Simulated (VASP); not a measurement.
# BN in VASP: a series of runs

Runs on BN. Level: PBEsol. Tasks: single point.

Program: VASP 6.6.1. These are calculated values, not measurements. Logs are shortened: lines on timing, memory, paths and dates and some standing lists are left out, and cuts for length are marked.

## 1. The cell of the first run

It takes space group I-4m2 (No. 119, tetragonal). Conventional cell: a = 2.633 Å, b = 2.633 Å, c = 3.615 Å, α = 90.00°, β = 90.00°, γ = 90.00°. B (site symmetry -4m2) has 4 N at 1.60 Å within 2.1 Å. Within 2.1 Å of N (site symmetry -4m2) lie 4 B at 1.60 Å.

## 2. Single point, PBEsol (equal xx and yy strain of +3 %)

File INCAR:

```
SYSTEM = BN
PREC = Accurate
ENCUT = 520
EDIFF = 1E-6
ISMEAR = -1
SIGMA = 0.03
LREAL = .FALSE.
LASPH = .TRUE.
NELM = 60
ALGO = Normal
ISIF = 2
LWAVE = .FALSE.
LCHARG = .FALSE.
GGA = PS
NBANDS = 11
```

File KPOINTS:

```
Automatic mesh
0
G
  13 13 13
  0 0 0
```

File POSCAR:

```
BN
1.0
    0.0000000000      1.8617250000      1.8075000000
    1.8617250000      0.0000000000      1.8075000000
    1.8617250000      1.8617250000      0.0000000000
B N
1 1
Direct
    0.0000000000      0.0000000000      0.0000000000
    0.7500000000      0.7500000000      0.7500000000
```

Potentials or basis: VASP PAW PBE potentials, release 64 (B, N).

Run with:

```sh
cat potpaw_PBE.64/B/POTCAR potpaw_PBE.64/N/POTCAR > POTCAR
mpirun -np 1 vasp_std > vasp.out
```

OUTCAR:

```text
SYSTEM = BN
   PREC = Accurate
   ENCUT = 520
   EDIFF = 1E-6
   ISMEAR = -1
   LREAL = .FALSE.
   LASPH = .TRUE.
   NELM = 60
   ISIF = 2
   GGA = PS

 ion  position               nearest neighbor table
   1  0.000  0.000  0.000-   2 1.60   2 1.60   2 1.60   2 1.60
   2  0.750  0.750  0.750-   1 1.60   1 1.60   1 1.60   1 1.60

  LATTYP: Found a body centered tetragonal cell.
 ALAT       =     2.6328767444
 C/A-ratio  =     1.3730228761

  Lattice vectors:

 A1 = (   0.0000000000,  -1.8617250000,  -1.8075000000)
 A2 = (   0.0000000000,   1.8617250000,  -1.8075000000)
 A3 = (   1.8617250000,   0.0000000000,   1.8075000000)

Analysis of symmetry for initial positions (statically):
=====================================================================
 Subroutine PRICEL returns:
 Original cell was already a primitive cell.

 Routine SETGRP: Setting up the symmetry group for a
 body centered tetragonal supercell.

 Subroutine GETGRP returns: Found  8 space group operations
 (whereof  8 operations were pure point group operations)
 out of a pool of 16 trial point group operations.

The static configuration has the point symmetry D_2d.

Analysis of symmetry for dynamics (positions and initial velocities):
=====================================================================
 Subroutine PRICEL returns:
 Original cell was already a primitive cell.

 Routine SETGRP: Setting up the symmetry group for a
 body centered tetragonal supercell.

 Subroutine GETGRP returns: Found  8 space group operations
 (whereof  8 operations were pure point group operations)
 out of a pool of 16 trial point group operations.

The dynamic configuration has the point symmetry D_2d.

 Subroutine INISYM returns: Found  8 space group operations
 (whereof  8 operations are pure point group operations),
 and found     1 'primitive' translations

----------------------------------------------------------------------------------------

                                     Primitive cell

  volume of cell :      12.5297

  direct lattice vectors                    reciprocal lattice vectors
     0.000000000  1.861725000  1.807500000    -0.268568129  0.268568129  0.276625173
     1.861725000  0.000000000  1.807500000     0.268568129 -0.268568129  0.276625173
     1.861725000  1.861725000  0.000000000     0.268568129  0.268568129 -0.276625173

  length of vectors
     2.594817185  2.594817185  2.632876744     0.469871436  0.469871436  0.469871436

  position of ions in fractional coordinates (direct lattice)
     0.000000000  0.000000000  0.000000000
     0.750000000  0.750000000  0.750000000

  ion indices of the primitive-cell ions
   primitive index   ion index
                 1           1
                 2           2

----------------------------------------------------------------------------------------

 KPOINTS: Automatic mesh

Automatic generation of k-mesh.
 Grid dimensions read from file:
 generate k-points for:   13   13   13

 Generating k-lattice:

  Cartesian coordinates                     Fractional coordinates (reciprocal lattice)
    -0.020659087  0.020659087  0.021278859     0.076923077 -0.000000000  0.000000000
     0.020659087 -0.020659087  0.021278859    -0.000000000  0.076923077  0.000000000
     0.020659087  0.020659087 -0.021278859     0.000000000  0.000000000  0.076923077

  Length of vectors
     0.036143957  0.036143957  0.036143957

  Shift w.r.t. Gamma in fractional coordinates (k-lattice)
     0.000000000  0.000000000  0.000000000

 Subroutine IBZKPT returns following result:
 ===========================================

 Found    196 irreducible k-points:

 Following reciprocal coordinates:
            Coordinates               Weight
  0.000000  0.000000  0.000000      1.000000
  0.076923  0.000000  0.000000      8.000000
  0.153846  0.000000  0.000000      8.000000
  0.230769  0.000000  0.000000      8.000000
  0.307692  0.000000  0.000000      8.000000
  0.384615  0.000000  0.000000      8.000000
[... 16 lines left out ...]
  0.384615  0.153846  0.000000      8.000000
  0.461538  0.153846  0.000000      8.000000
 [... further k-points ...]
   k-points           NKPTS =    196   k-points in BZ     NKDIM =    196   number of bands    NBANDS=     11
   number of dos      NEDOS =    301   number of ions     NIONS =      2
   total plane-waves  NPLWV =   8000
   dimension x,y,z NGX =    20 NGY =   20 NGZ =   20
   dimension x,y,z NGXF=    40 NGYF=   40 NGZF=   40
   ions per type =               1   1
   NGX,Y,Z   is equivalent  to a cutoff of  12.81, 12.81, 12.63 a.u.
   NGXF,Y,Z  is equivalent  to a cutoff of  25.63, 25.63, 25.26 a.u.
 SYSTEM =  BN
   PREC   = accura    normal or accurate (medium, high low for compatibility)
   ISTART =      0    job   : 0-new  1-cont  2-samecut
   ICHARG =      2    charge: 1-file 2-atom 10-const
   ISPIN  =      1    spin polarized calculation?
   LNONCOLLINEAR =      F non collinear calculations
   LSORBIT =      F    spin-orbit coupling
   LASPH  =      T    aspherical Exc in radial PAW
   ENCUT  =  520.0 eV  38.22 Ry    6.18 a.u.   4.82  4.82  4.90*2*pi/ulx,y,z
   NELM   =     60;   NELMIN=  2; NELMDL= -5     # of ELM steps
   EDIFF  = 0.1E-05   stopping-criterion for ELM
   LREAL  =      F    real-space projection
[... 7 lines left out ...]
   TEBEG  =    0.0;   TEEND  =   0.0 temperature during run
   PSTRESS=    0.0 pullay stress
   NELECT =       8.0000    total number of electrons
   NUPDOWN=      -1.0000    fix difference up-down
   EMIN   =  10.00;   EMAX   =-10.00  energy-range for DOS
   EFERMI =   0.00;   METHOD = LEGACY
   ISMEAR =    -1;   SIGMA  =   0.03  broadening in eV -4-tet -1-fermi 0-gaus
   EFERMI_NEDOS =   21; number of points for ismear=-14 and -15
   IALGO  =     38    algorithm
   IMIX   =      4    mixing-type and parameters
     AMIX     =   0.40;   BMIX     =  1.00
     AMIX_MAG =   1.60;   BMIX_MAG =  1.00
  volume/ion in A,a.u.               =       6.26        42.28
  Fermi-wavevector in a.u.,A,eV,Ry     =   1.409695  2.663937 27.038027  1.987239
  Thomas-Fermi vector in A             =   2.531724
   LORBIT       =      0    0 simple, 1 ext, 2 COOP (PROOUT), +10 PAW based schemes
   GGA     = PS    functional components
   LHFCALC =     F    Hartree Fock is set to
   AEXX    =    0.0000 exact exchange contribution
   IVDW    =     0    specifies the selected vdW correction
   LEPSILON=     F    determine dielectric tensor
   LRPA    =     F    only Hartree local field effects (RPA)
 non-spin polarized calculation
  energy-cutoff  :      520.00
  volume of cell :       12.53
 maximum number of plane-waves:       348
   NGX =  9   NGY =  9   NGZ =  9

 number of electron       8.0000002 magnetization

 Free energy of the ion-electron system (eV)
  ---------------------------------------------------
  ext. energy  EPLUGINS =         0.00000000
  ---------------------------------------------------
  free energy    TOTEN  =       -18.27732928 eV

  energy without entropy =      -18.27732928  energy(sigma->0) =      -18.27732928

 E-fermi :   7.3490     XC(G=0): -12.7308

 val. band max:        6.8316415704   @ k =   0.0000   0.0000   0.0000
 cond. band min:      10.6344492051   @ k =   0.4615   0.4615   0.0000
 fundamental gap:      3.8028076347
 Fermi energy:         7.3489739891

 k-point     1 :       0.0000    0.0000    0.0000
  band No.  band energies     occupation
      1     -12.9406      2.00000
      2       6.5644      2.00000
      3       6.5644      2.00000
      4       6.8316      2.00000
      5      15.0114      0.00000
      6      15.2135      0.00000
      7      15.2135      0.00000
      8      15.9788      0.00000
      9      30.0802      0.00000
     10      32.9022      0.00000
     11      33.5436      0.00000

 k-point     2 :       0.0769    0.0000    0.0000
  band No.  band energies     occupation
      1     -12.8025      2.00000
      2       5.8725      2.00000
      3       6.4089      2.00000
      4       6.6232      2.00000
      5      15.1252      0.00000
      6      15.3989      0.00000
      7      15.4302      0.00000
      8      16.5423      0.00000
      9      29.9795      0.00000
     10      31.0570      0.00000
     11      31.8825      0.00000

 k-point     3 :       0.1538    0.0000    0.0000
  band No.  band energies     occupation
      1     -12.3927      2.00000
      2       4.0874      2.00000
      3       6.0187      2.00000
      4       6.2650      2.00000
      5      15.3027      0.00000
      6      15.9221      0.00000
      7      15.9442      0.00000
      8      17.8019      0.00000
      9      29.5641      0.00000
     10      29.6896      0.00000
     11      30.4965      0.00000

 k-point     4 :       0.2308    0.0000    0.0000
  band No.  band energies     occupation
      1     -11.7279      2.00000
      2       1.9215      2.00000
      3       5.5451      2.00000
      4       5.8457      2.00000
      5      15.4824      0.00000
      6      16.4598      0.00000
      7      16.5366      0.00000
      8      19.0988      0.00000
      9      29.0223      0.00000
     10      29.2521      0.00000
     11      29.9130      0.00000

 k-point     5 :       0.3077    0.0000    0.0000
  band No.  band energies     occupation
      1     -10.8489      2.00000
      2      -0.2420      2.00000
      3       5.1117      2.00000
      4       5.4657      2.00000
      5      15.6421      0.00000
      6      16.7531      0.00000
      7      16.9876      0.00000
      8      20.1202      0.00000
      9      28.7700      0.00000
     10      29.8032      0.00000
     11      30.1299      0.00000
[... 211 lines left out ...]
 k-point    21 :       0.2308    0.1538    0.0000
  band No.  band energies     occupation
      1     -11.6781      2.00000
      2       3.2702      2.00000
      3       4.5001      2.00000
      4       5.0536      2.00000
      5      13.9034      0.00000
      6      17.5685      0.00000
      7      18.0199      0.00000
      8      18.3115      0.00000
      9      25.4224      0.00000
     10      32.0745      0.00000
     11      33.4467      0.00000

 k-point    22 :       0.3077    0.1538    0.0000
  band No.  band energies     occupation
      1     -10.9394      2.00000
      2       1.2632      2.00000
      3       4.0625      2.00000
      4       4.7375      2.00000
      5      14.1942      0.00000
      6      17.9389      0.00000
      7      18.5350      0.00000
      8      18.8020      0.00000
      9      25.5722      0.00000
     10      32.0164      0.00000
     11      33.2399      0.00000

 k-point    23 :       0.3846    0.1538    0.0000
  band No.  band energies     occupation
      1     -10.0259      2.00000
      2      -0.6901      2.00000
      3       3.8057      2.00000
      4       4.2546      2.00000
      5      14.5452      0.00000
      6      18.2881      0.00000
      7      18.6785      0.00000
      8      19.3219      0.00000
      9      26.2238      0.00000
     10      31.8339      0.00000
     11      33.6094      0.00000

 k-point    24 :       0.4615    0.1538    0.0000
  band No.  band energies     occupation
      1      -9.1014      2.00000
      2      -2.3010      2.00000
      3       3.7555      2.00000
      4       3.7577      2.00000
      5      14.8260      0.00000
      6      18.2933      0.00000
      7      18.5400      0.00000
      8      20.3637      0.00000
      9      26.6591      0.00000
     10      31.8607      0.00000
     11      33.6326      0.00000

 [... further k-points ...]

------------------------ aborting loop because EDIFF is reached ----------------------------------------

  FORCE on cell =-STRESS in cart. coord.  units (eV):
  Direction    XX          YY          ZZ          XY          YZ          ZX
  --------------------------------------------------------------------------------------
  -------------------------------------------------------------------------------------
  Total       -2.1772902     -2.1772902     -0.9064116      0.0000000      0.0000000      0.0000000
  in kB     -278.4117298   -278.4117298   -115.9035292      0.0000000      0.0000000      0.0000000
  external PRESSURE =    -224.2423296 kB  Pullay stress =       0.0000000 kB

 VOLUME and BASIS-vectors are now :
 -----------------------------------------------------------------------------
  energy-cutoff  :      520.00
  volume of cell :       12.53
      direct lattice vectors                 reciprocal lattice vectors
     0.000000000  1.861725000  1.807500000    -0.268568129  0.268568129  0.276625173
     1.861725000  0.000000000  1.807500000     0.268568129 -0.268568129  0.276625173
     1.861725000  1.861725000  0.000000000     0.268568129  0.268568129 -0.276625173

 POSITION                                       TOTAL-FORCE (eV/Angst)
 -----------------------------------------------------------------------------------
      0.00000      0.00000      0.00000         0.000000      0.000000     -0.000000
      2.79259      2.79259      2.71125        -0.000000     -0.000000      0.000000
 -----------------------------------------------------------------------------------
    total drift:                               -0.000000     -0.000000      0.000001

  FREE ENERGIE OF THE ION-ELECTRON SYSTEM (eV)
  ---------------------------------------------------
  free  energy   TOTEN  =       -18.2773292779 eV

  energy  without entropy=      -18.2773292779  energy(sigma->0) =      -18.27732928
```

Wall time 46 s (1 thread of AMD EPYC 7R13, shared host); peak memory 0.11 GiB.

Results:

| Item | Value |
| --- | --- |
| Free energy | -18.2773 eV |
| Pressure | -22.4 GPa |
| Band gap on the k mesh | 3.80 eV, indirect (least direct gap 8.18 eV) |

Levels at points of the mesh, in eV from the valence-band top:
| k point | band 1 | band 2 | band 3 | band 4 | band 5 | band 6 | band 7 | band 8 | band 9 |
| --- | --- | --- | --- | --- | --- | --- | --- | --- | --- |
| (0.00, 0.00, 0.00) | -19.77 | -0.27 | -0.27 | 0.00 | 8.18 | 8.38 | 8.38 | 9.15 | 23.25 |

Caveat: the cell differs from its parent crystal (equal xx and yy strain of +3 %); the PAW data sets were made with another functional, which shifts forces and pressure a little. A k mesh can miss the band edges.

## 3. Single point, PBEsol (equal xy, yz and zx shear strains of -3 %)

File INCAR:

```
SYSTEM = BN
  ALGO = Normal
  EDIFF = 1E-6
  ENCUT = 520
  GGA = PS
  ISIF = 2
  ISMEAR = -1
  LASPH = .TRUE.
  LCHARG = .FALSE.
  LREAL = .FALSE.
  LWAVE = .FALSE.
  NBANDS = 11
  NELM = 80
  PREC = Accurate
  SIGMA = 0.03
```

File KPOINTS:

```
k-points
0
G
  13 13 13
  0 0 0
```

File POSCAR:

```
BN
1.0
   -0.0542250000      1.7803875000      1.7803875000
    1.7803875000     -0.0542250000      1.7803875000
    1.7803875000      1.7803875000     -0.0542250000
B N
1 1
Direct
    0.0000000000      0.0000000000      0.0000000000
    0.7500000000      0.7500000000      0.7500000000
```

Potentials or basis: VASP PAW PBE potentials, release 64 (B, N).

Run with:

```sh
cat potpaw_PBE.64/B/POTCAR potpaw_PBE.64/N/POTCAR > POTCAR
mpirun -np 1 vasp_std > vasp.out
```

It took 41 s on 1 thread of AMD EPYC 7R13, shared host; peak memory 0.11 GiB.

Results (log left out):

```yaml
Free_energy: -18.3000 eV
Pressure: -1.1 GPa
Largest_force: 0.228 eV/Å
Band_gap_on_the_k_mesh: 4.23 eV, indirect (least direct gap 8.29 eV)
```

Forces on the atoms (eV/Å):
```
B    0.132  0.132  0.132
N   -0.132 -0.132 -0.132
```

Stress tensor (GPa, compression positive):
```
-1.06 14.08 14.08
14.08 -1.06 14.08
14.08 14.08 -1.06
```

Levels at points of the mesh, in eV from the valence-band top:
| k point | band 1 | band 2 | band 3 | band 4 | band 5 | band 6 | band 7 | band 8 |
| --- | --- | --- | --- | --- | --- | --- | --- | --- |
| (0.00, 0.00, 0.00) | -20.34 | -0.12 | -0.12 | 0.00 | 8.29 | 8.29 | 8.76 | 11.01 |

Caveat: the cell differs from its parent crystal (equal xy, yz and zx shear strains of -3 %); the PAW data sets were made with another functional, which shifts forces and pressure a little.
